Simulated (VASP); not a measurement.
A run of VASP 6.6.1:

INCAR

```
SYSTEM = NaH
ALGO = Normal
EDIFF = 1E-7
ENCUT = 520
GGA = PE
ISIF = 2
ISMEAR = 0
LASPH = .True.
LCHARG = .True.
LELF = .True.
LREAL = .False.
LVHAR = .True.
LWAVE = .False.
NBANDS = 16
NELM = 100
PREC = Accurate
SIGMA = 0.01
```

The input KPOINTS:

```
k-points
0
Gamma
  6 6 6
  0 0 0
```

The input POSCAR:

```
NaH
1.0
    3.9533072809      0.0000000000      0.0000000000
   -1.9766536405      3.4236645342      0.0000000000
    0.0000000000      0.0000000000      4.8283237760
Na H
2 2
Direct
    0.3333333333      0.6666666667      0.2500000000
    0.6666666667      0.3333333333      0.7500000000
    0.6666666667      0.3333333333      0.2500000000
    0.3333333333      0.6666666667      0.7500000000
```

Potentials or basis: VASP PAW PBE potentials, release 64 (Na_pv, H).

Run with:

```console
$ cat potpaw_PBE.64/Na_pv/POTCAR potpaw_PBE.64/H/POTCAR > POTCAR
$ mpirun -np 1 vasp_std > vasp.out
```

Hardware: 1 thread of Intel(R) Xeon(R) Platinum 8259CL CPU @ 2.50GHz (Skylake/Cascade Lake) (shared host).

**Question.** How long does it take, and how much memory?

**Answer.** Run time: 36 s on 1 thread of Intel(R) Xeon(R) Platinum 8259CL CPU @ 2.50GHz (Skylake/Cascade Lake), with other jobs on the host, peak memory 0.17 GiB. Counts: scf iterations 14, k points 28.
